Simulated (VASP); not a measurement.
Set up this calculation in VASP 6.6.1, as the native input.

```
Task                   : single point
Functional             : PBE
Potentials or basis    : VASP PAW PBE potentials, release 64 (Pb_d, Te)
Cutoff                 : 500 eV
k mesh                 : 7 × 7 × 7
Occupations            : gaussian, width 0.024 eV
Spin                   : no spin polarisation
Dipole correction      : no
Further INCAR settings : ALGO = Normal; EDIFF = 1e-06; NBANDS = 17
```

The structure of TePb lies in POSCAR:

```
TePb
1.0
    4.0022870000      0.0000000000      0.0000000000
    0.0000000000      4.0022870000      0.0000000000
    0.0000000000      0.0000000000      4.0022870000
Pb Te
1 1
Direct
    0.0000000000      0.0000000000      0.0000000000
    0.5000000000      0.5000000000      0.5000000000
```

These files were run (other wordings do the same):

INCAR

```
SYSTEM = TePb
PREC = Accurate ; ENCUT = 500
EDIFF = 1E-6 ; ISMEAR = 0
SIGMA = 0.024 ; LREAL = .False.
LASPH = .True. ; NELM = 120
ALGO = Normal ; ISIF = 2
LWAVE = .False. ; LCHARG = .False.
GGA = PE ; NBANDS = 17
GGA_COMPAT = .False.
```

KPOINTS

```
Automatic mesh
0
Gamma
  7 7 7
  0 0 0
```

Potentials or basis: VASP PAW PBE potentials, release 64 (Pb_d, Te).

The run is started by

```console
$ cat potpaw_PBE.64/Pb_d/POTCAR potpaw_PBE.64/Te/POTCAR > POTCAR
$ mpirun -np 1 vasp_std > vasp.out
```

Results of the run:

```yaml
Pressure: 0.1 GPa
Band_gap_on_the_k_mesh: zero (bands 10 and 11 overlap by 0.80 eV)
```

Caveat: spin-orbit coupling is left out, which moves the levels of the heavy elements.

Wall time 12 s on 1 thread of AMD EPYC 9R45 96-Core Processor (Zen 5), on a shared host, peak memory 0.14 GiB.
